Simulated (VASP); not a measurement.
# Si (Fd-3m) in VASP: single point with LDA

Aim: the single point of Si with LDA.

Everything below comes from runs of VASP 6.6.1. Logs are shortened: lines on timing, memory, paths and dates and some standing lists are left out, and cuts for length are marked.

### 1 The cell of the first run

Symmetry: Fd-3m, No. 227, cubic system. Conventional cell: a = 5.427 Å, b = 5.427 Å, c = 5.427 Å, α = 90.00°, β = 90.00°, γ = 90.00°. Within 3.1 Å of Si (site symmetry -43m) lie 4 Si at 2.35 Å.

### 2 Single point, LDA

Input file INCAR:

```
SYSTEM = Si
ALGO = Normal
EDIFF = 1E-6
ENCUT = 500
GGA_COMPAT = .FALSE.
ISIF = 2
ISMEAR = 0
LASPH = .TRUE.
LCHARG = .FALSE.
LREAL = .FALSE.
LWAVE = .FALSE.
NBANDS = 11
NELM = 120
PREC = Accurate
SIGMA = 0.01
```

Input file KPOINTS:

```
k-points
0
G
  6 6 6
  0 0 0
```

Input file POSCAR:

```
Si
1.0
    0.0000000000      2.7135600000      2.7135600000
    2.7135600000      0.0000000000      2.7135600000
    2.7135600000      2.7135600000      0.0000000000
Si
2
Direct
    0.7500000000      0.7500000000      0.7500000000
    0.5000000000      0.5000000000      0.5000000000
```

Potentials or basis: VASP PAW LDA potentials, release 64 (Si).

Command:

```bash
> cat potpaw_LDA.64/Si/POTCAR > POTCAR
> mpirun -np 1 vasp_std > vasp.out
```

OUTCAR:

```text
SYSTEM = Si
   EDIFF = 1E-6
   ENCUT = 500
   ISIF = 2
   ISMEAR = 0
   LASPH = .TRUE.
   LREAL = .FALSE.
   NELM = 120
   PREC = Accurate

 ion  position               nearest neighbor table
   1  0.750  0.750  0.750-   2 2.35   2 2.35   2 2.35   2 2.35
   2  0.500  0.500  0.500-   1 2.35   1 2.35   1 2.35   1 2.35

  LATTYP: Found a face centered cubic cell.
 ALAT       =     5.4271200000

  Lattice vectors:

 A1 = (   0.0000000000,   2.7135600000,   2.7135600000)
 A2 = (   2.7135600000,   0.0000000000,   2.7135600000)
 A3 = (   2.7135600000,   2.7135600000,   0.0000000000)

Analysis of symmetry for initial positions (statically):
=====================================================================
 Subroutine PRICEL returns:
 Original cell was already a primitive cell.

 Routine SETGRP: Setting up the symmetry group for a
 face centered cubic supercell.

 Subroutine GETGRP returns: Found 48 space group operations
 (whereof 24 operations were pure point group operations)
 out of a pool of 48 trial point group operations.

The static configuration has the point symmetry T_d .
 The point group associated with its full space group is O_h .

Analysis of symmetry for dynamics (positions and initial velocities):
=====================================================================
 Subroutine PRICEL returns:
 Original cell was already a primitive cell.

 Routine SETGRP: Setting up the symmetry group for a
 face centered cubic supercell.

 Subroutine GETGRP returns: Found 48 space group operations
 (whereof 24 operations were pure point group operations)
 out of a pool of 48 trial point group operations.

The dynamic configuration has the point symmetry T_d .
 The point group associated with its full space group is O_h .

 Subroutine INISYM returns: Found 48 space group operations
 (whereof 24 operations are pure point group operations),
 and found     1 'primitive' translations

----------------------------------------------------------------------------------------

                                     Primitive cell

  volume of cell :      39.9621

  direct lattice vectors                    reciprocal lattice vectors
     0.000000000  2.713560000  2.713560000    -0.184259792  0.184259792  0.184259792
     2.713560000  0.000000000  2.713560000     0.184259792 -0.184259792  0.184259792
[... 81 lines left out ...]
   NFREE  =      0    steps in history (QN), initial steepest desc. (CG)
   ISIF   =      2    stress and relaxation
   ISYM   =      2    0-nonsym 1-usesym 2-fastsym
   POTIM  = 0.5000    time-step for ionic-motion
   TEBEG  =    0.0;   TEEND  =   0.0 temperature during run
   PSTRESS=    0.0 pullay stress
   NELECT =       8.0000    total number of electrons
   NUPDOWN=      -1.0000    fix difference up-down
   EMIN   =  10.00;   EMAX   =-10.00  energy-range for DOS
   EFERMI =   0.00;   METHOD = LEGACY
   ISMEAR =     0;   SIGMA  =   0.01  broadening in eV -4-tet -1-fermi 0-gaus
   EFERMI_NEDOS =   21; number of points for ismear=-14 and -15
   IALGO  =     38    algorithm
   IMIX   =      4    mixing-type and parameters
     AMIX     =   0.40;   BMIX     =  1.00
     AMIX_MAG =   1.60;   BMIX_MAG =  1.00
  volume/ion in A,a.u.               =      19.98       134.84
  Fermi-wavevector in a.u.,A,eV,Ry     =   0.957684  1.809760 12.478691  0.917158
  Thomas-Fermi vector in A             =   2.086724
   LORBIT       =      0    0 simple, 1 ext, 2 COOP (PROOUT), +10 PAW based schemes
   GGA     = CA    functional components
   LHFCALC =     F    Hartree Fock is set to
   AEXX    =    0.0000 exact exchange contribution
   IVDW    =     0    specifies the selected vdW correction
   LEPSILON=     F    determine dielectric tensor
   LRPA    =     F    only Hartree local field effects (RPA)
 non-spin polarized calculation
 Gauss-broadening in eV      SIGMA  =   0.01
  energy-cutoff  :      500.00
  volume of cell :       39.96
 maximum number of plane-waves:      1032
   NGX = 13   NGY = 13   NGZ = 13

 number of electron       8.0000001 magnetization

 Free energy of the ion-electron system (eV)
  ---------------------------------------------------
  ext. energy  EPLUGINS =         0.00000000
  ---------------------------------------------------
  free energy    TOTEN  =       -11.89185494 eV

  energy without entropy =      -11.89185494  energy(sigma->0) =      -11.89185494

 E-fermi :   5.8856     XC(G=0):  -9.6103

 val. band max:        5.7986310748   @ k =   0.0000   0.0000   0.0000
 cond. band min:       6.3930672006   @ k =   0.5000   0.5000   0.0000
 fundamental gap:      0.5944361258
 Fermi energy:         5.8855613656

 k-point     1 :       0.0000    0.0000    0.0000
  band No.  band energies     occupation
      1      -6.1745      2.00000
      2       5.7986      2.00000
      3       5.7986      2.00000
      4       5.7986      2.00000
      5       8.3195      0.00000
      6       8.3195      0.00000
      7       8.3195      0.00000
      8       9.0300      0.00000
      9      13.4778      0.00000
     10      13.5228      0.00000
     11      13.5228      0.00000
[... 197 lines left out ...]
 k-point    16 :      -0.3333    0.5000    0.1667
  band No.  band energies     occupation
      1      -1.8996      2.00000
      2      -1.8996      2.00000
      3       2.1201      2.00000
      4       2.1201      2.00000
      5       8.4554      0.00000
      6       8.4554      0.00000
      7      12.4813      0.00000
      8      12.4813      0.00000
      9      16.2852      0.00000
     10      16.2852      0.00000
     11      18.6679      0.00000

------------------------ aborting loop because EDIFF is reached ----------------------------------------

  FORCE on cell =-STRESS in cart. coord.  units (eV):
  Direction    XX          YY          ZZ          XY          YZ          ZX
  --------------------------------------------------------------------------------------
  -------------------------------------------------------------------------------------
  Total       -0.2988643     -0.2988643     -0.2988643     -0.0000000      0.0000000     -0.0000000
  in kB      -11.9821948    -11.9821948    -11.9821948     -0.0000000      0.0000000     -0.0000000
  external PRESSURE =     -11.9821948 kB  Pullay stress =       0.0000000 kB

 VOLUME and BASIS-vectors are now :
 -----------------------------------------------------------------------------
  energy-cutoff  :      500.00
  volume of cell :       39.96
      direct lattice vectors                 reciprocal lattice vectors
     0.000000000  2.713560000  2.713560000    -0.184259792  0.184259792  0.184259792
     2.713560000  0.000000000  2.713560000     0.184259792 -0.184259792  0.184259792
     2.713560000  2.713560000  0.000000000     0.184259792  0.184259792 -0.184259792

 POSITION                                       TOTAL-FORCE (eV/Angst)
 -----------------------------------------------------------------------------------
      4.07034      4.07034      4.07034        -0.000000     -0.000000     -0.000000
      2.71356      2.71356      2.71356         0.000000      0.000000      0.000000
 -----------------------------------------------------------------------------------
    total drift:                                0.000000      0.000000     -0.000000

  FREE ENERGIE OF THE ION-ELECTRON SYSTEM (eV)
  ---------------------------------------------------
  free  energy   TOTEN  =       -11.8918549428 eV

  energy  without entropy=      -11.8918549428  energy(sigma->0) =      -11.89185494
```

OSZICAR:

```text
N       E                     dE             d eps       ncg     rms          rms(c)
DAV:   1     0.740861804643E+01    0.74086E+01   -0.32232E+03   352   0.568E+02
DAV:   2    -0.115347096675E+02   -0.18943E+02   -0.18027E+02   470   0.853E+01
DAV:   3    -0.121548821215E+02   -0.62017E+00   -0.61820E+00   471   0.138E+01
DAV:   4    -0.121599612894E+02   -0.50792E-02   -0.50786E-02   405   0.160E+00
DAV:   5    -0.121600161881E+02   -0.54899E-04   -0.54899E-04   446   0.151E-01    0.504E+00
DAV:   6    -0.119759753688E+02    0.18404E+00   -0.10383E-01   399   0.128E+00    0.301E+00
DAV:   7    -0.118916475439E+02    0.84328E-01   -0.18657E-01   394   0.178E+00    0.228E-01
DAV:   8    -0.118918711630E+02   -0.22362E-03   -0.78521E-03   400   0.486E-01    0.817E-02
DAV:   9    -0.118918496157E+02    0.21547E-04   -0.20062E-04   458   0.773E-02    0.628E-02
DAV:  10    -0.118918551592E+02   -0.55435E-05   -0.14712E-05   406   0.226E-02    0.261E-02
DAV:  11    -0.118918549428E+02    0.21632E-06   -0.97654E-07   267   0.516E-03
   1 F= -.11891855E+02 E0= -.11891855E+02  d E =-.118850E-36
```

It took 7.6 s on 1 thread of AMD EPYC 7R13 (Zen 3), shared host; peak memory 0.1 GiB.

What came out:

```
Free energy            : -11.8919 eV
Pressure               : -1.2 GPa
Band gap on the k mesh : 0.59 eV, indirect (least direct gap 2.52 eV)
```

Levels at points of the mesh, in eV from the valence-band top:
```csv
k point,band 1,band 2,band 3,band 4,band 5,band 6,band 7,band 8,band 9
"(0.00, 0.00, 0.00)",-11.97,0.00,0.00,0.00,2.52,2.52,2.52,3.23,7.68
"(0.50, 0.00, 0.00)",-9.63,-7.00,-1.20,-1.20,1.43,3.29,3.29,7.51,10.52
"(0.50, 0.50, 0.00)",-7.82,-7.82,-2.86,-2.86,0.59,0.59,9.99,9.99,10.93
```
